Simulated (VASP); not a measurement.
Crystal: Cd.

```
CELL_PARAMETERS angstrom
3.12530 0.00000 0.00000
-1.56265 2.70659 0.00000
0.00000 0.00000 5.10359
ATOMIC_POSITIONS crystal
Cd 0.00000 0.00000 0.00000
Cd 0.33333 0.66667 0.50000
```

| Property | Result |
| --- | --- |
| Program | VASP 6.6.1 |
| Task | relaxation of cell and atoms |
| Functional | PBE |
| Potentials or basis | VASP PAW PBE potentials, release 64 (Cd) |
| Cutoff | 600 eV |
| k mesh | 18 × 18 × 8 |
| Occupations | gaussian, width 0.1 eV |
| Spin | no spin polarisation |

At the start: pressure 2.5 GPa; volume 21.59 Å³/atom.

Question: Where does the relaxation end?

Answer: Over 41 steps the energy falls by 21.8 meV/atom and the volume is 22.98 Å³/atom (+6.4 %); space group P6_3/mmc (No. 194, to 0.1 Å) before and after.

Step by step:
| step | energy change (eV) | largest force (eV/Å) | pressure (GPa) | volume (Å³) |
| --- | --- | --- | --- | --- |
| 1 | 0.0000 | 0.0000 | 2.45 | 43.17 |
| 3 | -0.0164 | 0.0000 | -0.01 | 45.58 |
| 5 | -0.0166 | 0.0000 | -0.07 | 45.48 |
| 7 | -0.0171 | 0.0000 | 0.39 | 45.03 |
| 9 | -0.0178 | 0.0000 | 0.49 | 44.85 |
| 11 | -0.0194 | 0.0000 | 1.29 | 44.14 |
| 13 | -0.0196 | 0.0000 | 1.49 | 43.91 |
| 15 | -0.0196 | 0.0000 | 1.69 | 43.83 |
| 17 | -0.0200 | 0.0000 | 1.79 | 43.76 |
| 19 | -0.0211 | 0.0000 | 2.20 | 43.43 |
| 21 | -0.0212 | 0.0000 | 2.36 | 43.36 |
| 23 | -0.0257 | 0.0000 | 2.33 | 43.50 |
| 25 | -0.0317 | 0.0000 | 2.08 | 44.07 |
| 27 | -0.0432 | 0.0000 | 0.32 | 45.63 |
| 29 | -0.0434 | 0.0000 | -0.05 | 46.04 |
| 31 | -0.0434 | 0.0000 | -0.06 | 45.93 |
| 33 | -0.0434 | 0.0000 | 0.01 | 45.89 |
| 35 | -0.0434 | 0.0000 | 0.04 | 45.87 |
| 37 | -0.0435 | 0.0000 | 0.06 | 45.88 |
| 39 | -0.0435 | 0.0000 | 0.09 | 45.91 |
| 41 | -0.0436 | 0.0000 | 0.03 | 45.95 |

Final structure:
```
CELL_PARAMETERS angstrom
3.02178 0.00000 0.00000
-1.51089 2.61694 0.00000
0.00000 0.00000 5.81099
ATOMIC_POSITIONS crystal
Cd 0.00000 0.00000 0.00000
Cd 0.33333 0.66667 0.50000
```
